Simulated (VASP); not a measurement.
# CsCu3 (Pm-3m) in VASP: notebook

The runs below take CsCu3 through single point, with PBE.

Program: VASP 6.6.1. These are calculated values, not measurements. Logs are shortened: lines on timing, memory, paths and dates and some standing lists are left out, and cuts for length are marked.

### Step 1. The cell of the first run

Symmetry: Pm-3m, No. 221, cubic system. Conventional cell: a = 4.343 Å, b = 4.343 Å, c = 4.343 Å, α = 90.00°, β = 90.00°, γ = 90.00°. Within 4.0 Å of Cs (site symmetry m-3m) lie 12 Cu at 3.07 Å. Within 4.0 Å of Cu (site symmetry 4/mmm) lie 4 Cs at 3.07 Å and 8 Cu at 3.07 Å.

### Step 2. Single point, PBE

INCAR

```
SYSTEM = CsCu3
ALGO = Normal ; EDIFF = 1E-6
ENCUT = 520 ; GGA = PE
ISIF = 2 ; ISMEAR = 0
LASPH = .TRUE. ; LCHARG = .TRUE.
LELF = .TRUE. ; LREAL = .FALSE.
LVHAR = .TRUE. ; LWAVE = .FALSE.
NBANDS = 29 ; NELM = 80
PREC = Accurate ; SIGMA = 0.1
```

KPOINTS

```
k-points
0
G
  4 4 4
  0 0 0
```

POSCAR

```
CsCu3
1.0
    4.3426478566      0.0000000000      0.0000000000
    0.0000000000      4.3426478566      0.0000000000
    0.0000000000      0.0000000000      4.3426478566
Cs Cu
1 3
Direct
    0.0000000000      0.0000000000      0.0000000000
    0.0000000000      0.5000000000      0.5000000000
    0.5000000000      0.0000000000      0.5000000000
    0.5000000000      0.5000000000      0.0000000000
```

Potentials or basis: VASP PAW PBE potentials, release 64 (Cs_sv, Cu).

Launch:

```bash
> cat potpaw_PBE.64/Cs_sv/POTCAR potpaw_PBE.64/Cu/POTCAR > POTCAR
> mpirun -np 1 vasp_std > vasp.out
```

OUTCAR:

```text
SYSTEM = CsCu3
   EDIFF = 1E-6
   ENCUT = 520
   GGA = PE
   ISIF = 2
   ISMEAR = 0
   LASPH = .TRUE.
   LREAL = .FALSE.
   NELM = 80
   PREC = Accurate

 ion  position               nearest neighbor table
   1  0.000  0.000  0.000-
   2  0.000  0.500  0.500-
   3  0.500  0.000  0.500-
   4  0.500  0.500  0.000-

  LATTYP: Found a simple cubic cell.
 ALAT       =     4.3426478566

  Lattice vectors:

 A1 = (   4.3426478566,   0.0000000000,   0.0000000000)
 A2 = (   0.0000000000,   4.3426478566,   0.0000000000)
 A3 = (   0.0000000000,   0.0000000000,   4.3426478566)

Analysis of symmetry for initial positions (statically):
=====================================================================
 Subroutine PRICEL returns:
 Original cell was already a primitive cell.

 Routine SETGRP: Setting up the symmetry group for a
 simple cubic supercell.

 Subroutine GETGRP returns: Found 48 space group operations
 (whereof 48 operations were pure point group operations)
 out of a pool of 48 trial point group operations.

The static configuration has the point symmetry O_h .

Analysis of symmetry for dynamics (positions and initial velocities):
=====================================================================
 Subroutine PRICEL returns:
 Original cell was already a primitive cell.

 Routine SETGRP: Setting up the symmetry group for a
 simple cubic supercell.

 Subroutine GETGRP returns: Found 48 space group operations
 (whereof 48 operations were pure point group operations)
 out of a pool of 48 trial point group operations.

The dynamic configuration has the point symmetry O_h .

 Subroutine INISYM returns: Found 48 space group operations
 (whereof 48 operations are pure point group operations),
 and found     1 'primitive' translations

----------------------------------------------------------------------------------------

                                     Primitive cell

  volume of cell :      81.8962

  direct lattice vectors                    reciprocal lattice vectors
     4.342647857  0.000000000  0.000000000     0.230274255  0.000000000  0.000000000
     0.000000000  4.342647857  0.000000000     0.000000000  0.230274255  0.000000000
     0.000000000  0.000000000  4.342647857     0.000000000  0.000000000  0.230274255

  length of vectors
     4.342647857  4.342647857  4.342647857     0.230274255  0.230274255  0.230274255

  position of ions in fractional coordinates (direct lattice)
     0.000000000  0.000000000  0.000000000
     0.000000000  0.500000000  0.500000000
     0.500000000  0.000000000  0.500000000
     0.500000000  0.500000000  0.000000000

  ion indices of the primitive-cell ions
   primitive index   ion index
                 1           1
                 2           2
                 3           3
                 4           4

----------------------------------------------------------------------------------------

 KPOINTS: k-points

Automatic generation of k-mesh.
 Grid dimensions read from file:
 generate k-points for:    4    4    4

 Generating k-lattice:

  Cartesian coordinates                     Fractional coordinates (reciprocal lattice)
     0.057568564  0.000000000  0.000000000     0.250000000  0.000000000  0.000000000
     0.000000000  0.057568564  0.000000000     0.000000000  0.250000000  0.000000000
     0.000000000  0.000000000  0.057568564     0.000000000  0.000000000  0.250000000

  Length of vectors
     0.057568564  0.057568564  0.057568564

  Shift w.r.t. Gamma in fractional coordinates (k-lattice)
     0.000000000  0.000000000  0.000000000

 Subroutine IBZKPT returns following result:
 ===========================================

 Found     10 irreducible k-points:

 Following reciprocal coordinates:
            Coordinates               Weight
  0.000000  0.000000  0.000000      1.000000
  0.250000  0.000000  0.000000      6.000000
  0.500000  0.000000  0.000000      3.000000
  0.250000  0.250000  0.000000     12.000000
  0.500000  0.250000  0.000000     12.000000
  0.500000  0.500000  0.000000      3.000000
  0.250000  0.250000  0.250000      8.000000
  0.500000  0.250000  0.250000     12.000000
  0.500000  0.500000  0.250000      6.000000
  0.500000  0.500000  0.500000      1.000000
   k-points           NKPTS =     10   k-points in BZ     NKDIM =     10   number of bands    NBANDS=     29
   number of dos      NEDOS =    301   number of ions     NIONS =      4
   total plane-waves  NPLWV =  32768
   dimension x,y,z NGX =    32 NGY =   32 NGZ =   32
   dimension x,y,z NGXF=    64 NGYF=   64 NGZF=   64
   ions per type =               1   3
   NGX,Y,Z   is equivalent  to a cutoff of  12.25, 12.25, 12.25 a.u.
   NGXF,Y,Z  is equivalent  to a cutoff of  24.50, 24.50, 24.50 a.u.
 SYSTEM =  CsCu3
   PREC   = accura    normal or accurate (medium, high low for compatibility)
   ISTART =      0    job   : 0-new  1-cont  2-samecut
   ICHARG =      2    charge: 1-file 2-atom 10-const
   ISPIN  =      1    spin polarized calculation?
   LNONCOLLINEAR =      F non collinear calculations
   LSORBIT =      F    spin-orbit coupling
   LASPH  =      T    aspherical Exc in radial PAW
   ENCUT  =  520.0 eV  38.22 Ry    6.18 a.u.   8.07  8.07  8.07*2*pi/ulx,y,z
   NELM   =     80;   NELMIN=  2; NELMDL= -5     # of ELM steps
   EDIFF  = 0.1E-05   stopping-criterion for ELM
   LREAL  =      F    real-space projection
   EDIFFG = 0.1E-04   stopping-criterion for IOM
   NSW    =      0    number of steps for IOM
   IBRION =     -1    ionic relax: 0-MD 1-quasi-New 2-CG
   NFREE  =      0    steps in history (QN), initial steepest desc. (CG)
   ISIF   =      2    stress and relaxation
   ISYM   =      2    0-nonsym 1-usesym 2-fastsym
   POTIM  = 0.5000    time-step for ionic-motion
   TEBEG  =    0.0;   TEEND  =   0.0 temperature during run
   PSTRESS=    0.0 pullay stress
   NELECT =      42.0000    total number of electrons
   NUPDOWN=      -1.0000    fix difference up-down
   EMIN   =  10.00;   EMAX   =-10.00  energy-range for DOS
   EFERMI =   0.00;   METHOD = LEGACY
   ISMEAR =     0;   SIGMA  =   0.10  broadening in eV -4-tet -1-fermi 0-gaus
   EFERMI_NEDOS =   21; number of points for ismear=-14 and -15
   IALGO  =     38    algorithm
   IMIX   =      4    mixing-type and parameters
     AMIX     =   0.40;   BMIX     =  1.00
     AMIX_MAG =   1.60;   BMIX_MAG =  1.00
  volume/ion in A,a.u.               =      20.47       138.17
  Fermi-wavevector in a.u.,A,eV,Ry     =   1.310398  2.476294 23.363158  1.717144
  Thomas-Fermi vector in A             =   2.440931
   LORBIT       =      0    0 simple, 1 ext, 2 COOP (PROOUT), +10 PAW based schemes
   GGA     = PE    functional components
   LHFCALC =     F    Hartree Fock is set to
   AEXX    =    0.0000 exact exchange contribution
   IVDW    =     0    specifies the selected vdW correction
   LEPSILON=     F    determine dielectric tensor
   LRPA    =     F    only Hartree local field effects (RPA)
 non-spin polarized calculation
 Gauss-broadening in eV      SIGMA  =   0.10
  energy-cutoff  :      520.00
  volume of cell :       81.90
 maximum number of plane-waves:      2272
   NGX = 17   NGY = 17   NGZ = 17

 number of electron      41.9999923 magnetization

 Free energy of the ion-electron system (eV)
  ---------------------------------------------------
  ext. energy  EPLUGINS =         0.00000000
  ---------------------------------------------------
  free energy    TOTEN  =        -7.57195681 eV

  energy without entropy =       -7.55436278  energy(sigma->0) =       -7.56315979

 E-fermi :   4.5808     XC(G=0): -10.5073

 val. band max:        4.5204415593   @ k =   0.5000   0.5000   0.2500
 cond. band min:       4.6183826027   @ k =   0.5000   0.2500   0.2500
 fundamental gap:      0.0979410434
 Fermi energy:         4.5808008347

 k-point     1 :       0.0000    0.0000    0.0000
  band No.  band energies     occupation
      1     -17.4935      2.00000
      2      -4.3771      2.00000
      3      -4.3771      2.00000
      4      -4.3771      2.00000
      5      -0.8264      2.00000
      6       1.0449      2.00000
[... 21 lines left out ...]
     28      11.3872      0.00000
     29      11.7782      0.00000

 k-point     2 :       0.2500    0.0000    0.0000
  band No.  band energies     occupation
      1     -17.4603      2.00000
      2      -5.0451      2.00000
      3      -4.3666      2.00000
      4      -4.3666      2.00000
      5       0.0073      2.00000
      6       1.2720      2.00000
[... 21 lines left out ...]
     28      10.3937      0.00000
     29      11.4419      0.00000

 k-point     3 :       0.5000    0.0000    0.0000
  band No.  band energies     occupation
      1     -17.4266      2.00000
      2      -5.5486      2.00000
      3      -4.3561      2.00000
      4      -4.3561      2.00000
      5       1.1825      2.00000
      6       1.5401      2.00000
[... 21 lines left out ...]
     28      11.5031      0.00000
     29      11.5046      0.00000

 k-point     4 :       0.2500    0.2500    0.0000
  band No.  band energies     occupation
      1     -17.4298      2.00000
      2      -5.0317      2.00000
      3      -4.8573      2.00000
      4      -4.3538      2.00000
      5       0.5827      2.00000
      6       1.3944      2.00000
[... 21 lines left out ...]
     28      11.7425      0.00000
     29      12.3926      0.00000

 k-point     5 :       0.5000    0.2500    0.0000
  band No.  band energies     occupation
      1     -17.3988      2.00000
      2      -5.4064      2.00000
      3      -4.8437      2.00000
      4      -4.3409      2.00000
      5       1.2533      2.00000
      6       1.6554      2.00000
[... 21 lines left out ...]
     28      11.2236      0.00000
     29      11.7966      0.00000
[... 62 lines left out ...]
     28      11.2875      0.00000
     29      13.2560      0.00000

 k-point     8 :       0.5000    0.2500    0.2500
  band No.  band energies     occupation
      1     -17.3734      2.00000
      2      -5.2682      2.00000
      3      -4.8252      2.00000
      4      -4.6852      2.00000
      5       1.2086      2.00000
      6       1.4377      2.00000
[... 21 lines left out ...]
     28      12.1961      0.00000
     29      12.4770      0.00000

 k-point     9 :       0.5000    0.5000    0.2500
  band No.  band energies     occupation
      1     -17.3478      2.00000
      2      -5.1162      2.00000
      3      -5.1162      2.00000
      4      -4.6647      2.00000
      5       0.9515      2.00000
      6       1.2823      2.00000
[... 21 lines left out ...]
     28      13.1286      0.00000
     29      13.3458      0.00000

 k-point    10 :       0.5000    0.5000    0.5000
  band No.  band energies     occupation
      1     -17.3249      2.00000
      2      -4.9693      2.00000
      3      -4.9693      2.00000
      4      -4.9693      2.00000
      5       0.8555      2.00000
      6       0.8555      2.00000
[... 21 lines left out ...]
     28      13.0530      0.00000
     29      14.8152      0.00000

------------------------ aborting loop because EDIFF is reached ----------------------------------------

  FORCE on cell =-STRESS in cart. coord.  units (eV):
  Direction    XX          YY          ZZ          XY          YZ          ZX
  --------------------------------------------------------------------------------------
  -------------------------------------------------------------------------------------
  Total        1.2553266      1.2553266      1.2553266     -0.0000000     -0.0000000      0.0000000
  in kB       24.5585930     24.5585930     24.5585930     -0.0000000     -0.0000000      0.0000000
  external PRESSURE =      24.5585930 kB  Pullay stress =       0.0000000 kB

 VOLUME and BASIS-vectors are now :
 -----------------------------------------------------------------------------
  energy-cutoff  :      520.00
  volume of cell :       81.90
      direct lattice vectors                 reciprocal lattice vectors
     4.342647857  0.000000000  0.000000000     0.230274255  0.000000000  0.000000000
     0.000000000  4.342647857  0.000000000     0.000000000  0.230274255  0.000000000
     0.000000000  0.000000000  4.342647857     0.000000000  0.000000000  0.230274255

 POSITION                                       TOTAL-FORCE (eV/Angst)
 -----------------------------------------------------------------------------------
      0.00000      0.00000      0.00000         0.000000      0.000000      0.000000
      0.00000      2.17132      2.17132         0.000000      0.000000      0.000000
      2.17132      0.00000      2.17132         0.000000      0.000000      0.000000
      2.17132      2.17132      0.00000         0.000000      0.000000      0.000000
 -----------------------------------------------------------------------------------
    total drift:                                0.000000     -0.000000     -0.000000

  FREE ENERGIE OF THE ION-ELECTRON SYSTEM (eV)
  ---------------------------------------------------
  free  energy   TOTEN  =        -7.5719568069 eV

  energy  without entropy=       -7.5543627800  energy(sigma->0) =       -7.56315979
```

Run time: 13 s. Hardware: 1 thread of Intel Xeon Platinum 8488C (Sapphire Rapids), shared host; peak memory 0.16 GiB.

What came out:

* Free energy: -7.5720 eV
* Pressure: 2.5 GPa
* Band gap on the k mesh: zero (band 21 reaches 5.77 eV, above the bottom of band 22 at 4.25 eV)

Caveat: the k points lie up to 0.36 Å⁻¹ apart; spin-orbit coupling is left out, which moves the levels of the heavy elements.

### Step 3. Single point, PBE

This run uses another cell than the first one, of 22.06 Å³/atom, 1.077 times its volume.

INCAR

```
SYSTEM = CsCu3
PREC = Accurate
ENCUT = 520
EDIFF = 1E-6
ISMEAR = 0
SIGMA = 0.1
LREAL = .FALSE.
LASPH = .TRUE.
NELM = 60
ALGO = Fast
ISIF = 2
LWAVE = .FALSE.
LCHARG = .TRUE.
GGA = PE
LELF = .TRUE.
LVHAR = .TRUE.
NBANDS = 29
```

KPOINTS

```
regular mesh
0
G
  10 10 10
  0 0 0
```

POSCAR

```
CsCu3
1.0
    4.4520485004      0.0000000000      0.0000000000
    0.0000000000      4.4520485004      0.0000000000
    0.0000000000      0.0000000000      4.4520485004
Cs Cu
1 3
Direct
    0.0000000000      0.0000000000      0.0000000000
    0.0000000000      0.5000000000      0.5000000000
    0.5000000000      0.0000000000      0.5000000000
    0.5000000000      0.5000000000      0.0000000000
```

Potentials or basis: VASP PAW PBE potentials, release 64 (Cs_sv, Cu).

Launch:

```bash
> cat potpaw_PBE.64/Cs_sv/POTCAR potpaw_PBE.64/Cu/POTCAR > POTCAR
> mpirun -np 1 vasp_std > vasp.out
```

Run time: 80 s. Hardware: 1 thread of Intel Xeon Platinum 8488C (Sapphire Rapids), shared host; peak memory 0.28 GiB.

The run converged. Its results:

* Free energy: -7.7415 eV
* Pressure: 0.3 GPa
* Band gap on the k mesh: zero (band 21 reaches 5.11 eV, above the bottom of band 22 at 3.64 eV)

Levels at points of the mesh, in eV from the Fermi level:
| k point | band 17 | band 18 | band 19 | band 20 | band 21 | band 22 | band 23 | band 24 | band 25 | band 26 |
| --- | --- | --- | --- | --- | --- | --- | --- | --- | --- | --- |
| (0.00, 0.00, 0.00) | -1.98 | -1.80 | -1.80 | -1.80 | 1.16 | 1.16 | 2.90 | 2.90 | 2.90 | 6.64 |
| (0.50, 0.00, 0.00) | -2.16 | -2.06 | -1.98 | -1.80 | -1.51 | 1.81 | 1.81 | 2.00 | 2.85 | 6.05 |
| (0.50, 0.50, 0.00) | -2.15 | -2.08 | -2.03 | -2.03 | 0.02 | 0.28 | 0.28 | 3.00 | 3.00 | 5.25 |
| (0.50, 0.50, 0.50) | -1.90 | -1.90 | -1.90 | -0.42 | -0.31 | -0.31 | -0.31 | 3.33 | 3.33 | 3.33 |

Caveat: spin-orbit coupling is left out, which moves the levels of the heavy elements.
